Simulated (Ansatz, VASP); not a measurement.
**Two plane-wave programs on HgTe**

INCAR

```
SYSTEM = HgTe
PREC = Accurate
ENCUT = 520
EDIFF = 1E-7
ISMEAR = 0
SIGMA = 0.15
LREAL = .FALSE.
LASPH = .TRUE.
NELM = 60
ALGO = Normal
ISIF = 2
LWAVE = .FALSE.
LCHARG = .TRUE.
GGA = PE
LELF = .TRUE.
LVHAR = .TRUE.
NBANDS = 16
```

File KPOINTS:

```
Automatic mesh
0
G
  14 14 14
  0 0 0
```

Contents of POSCAR:

```
HgTe
1.0
    0.0000000000      3.1267950000      3.1751475000
    3.1267950000      0.0000000000      3.1751475000
    3.1267950000      3.1267950000      0.0000000000
Hg Te
1 1
Direct
    0.0000000000      0.0000000000      0.0000000000
    0.7500000000      0.7500000000      0.7500000000
```

Input for Ansatz:

```yaml
crystal:
  lattice:
    - [0.0, 3.126795, 3.1751475]
    - [3.126795, 0.0, 3.1751475]
    - [3.126795, 3.126795, 0.0]
  atoms:
    - { symbol: Hg, position: [0.0, 0.0, 0.0] }
    - { symbol: Te, position: [0.75, 0.75, 0.75] }
basis:
  ecutwfc: 420
kpoints:
  mp_grid: { grid: [14, 14, 14] }
hamiltonian:
  xc: pbe
scf:
  occupations: { method: gaussian, width: 0.15 }
output:
  forces: true
  stress: true
  eigenvalues: true
  write_density: true
  write_potential: true
  elf: true
  volumetric_format: npy
```

Change from the starting cell: strain -0.030 along x and y, -0.015 along z, atoms carried along.

Alike in both runs: task single point; functional PBE; k mesh 14 × 14 × 14; occupations gaussian, width 0.15 eV; no spin polarisation.

|  | VASP | Ansatz |
| --- | --- | --- |
| version | VASP 6.6.1 | Ansatz 0.2.0 |
| potentials or method | VASP PAW PBE potentials, release 64 (Hg, Te), cutoff 520 eV | scalar-relativistic, plane waves, PAW |
| valence electrons in the cell | 18 | 36 |

```csv
,VASP,Ansatz,Ansatz less VASP
gap on the k mesh at the Fermi level (eV),none,none,-
pressure (GPa),9.1,9.0,-0.13
"traceless stress, the component that is largest in VASP (GPa)",-0.08,-0.08,0.000
```

A gap of «none» marks a metal or a gap that the smearing closes. VASP's potentials hold 18 valence electrons a cell and Ansatz's 36, so a difference there can come from the potentials and not from the codes.

Neither program's run includes spin-orbit coupling.
